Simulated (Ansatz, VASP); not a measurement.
**C: VASP beside Ansatz**

```
C
1.0
     0.00000    1.76580    1.76580
     1.76580    0.00000    1.76580
     1.76580    1.76580    0.00000
C
2
Direct
  0.00000 0.00000 0.00000
  0.25000 0.25000 0.25000
```

Alike in both runs: functional LDA; k mesh 10 × 10 × 10; occupations gaussian, width 0.1 eV; no spin polarisation.

Ansatz relaxed the structure, and its values are those at the end. VASP's run is a single point on that final structure, the one shown.

|  | VASP | Ansatz |
| --- | --- | --- |
| version | VASP 6.6.1 | Ansatz 0.2.0 |
| potentials or method | VASP PAW LDA potentials, release 64 (C), cutoff 600 eV | scalar-relativistic, plane waves, PAW |
| valence electrons in the cell | 8 | 8 |

```tsv
	VASP	Ansatz	Ansatz less VASP
gap on the k mesh at the Fermi level (eV)	4.20	4.21	+0.007
least direct gap on the mesh (eV)	5.63	5.62	-0.004
pressure (GPa)	0.9	-0.1	-0.95
```

Ansatz warns that its potentials were made for another functional, while VASP's fit it. LDA's correlation is that of Perdew and Zunger in VASP and of Perdew and Wang (1992) in Ansatz.
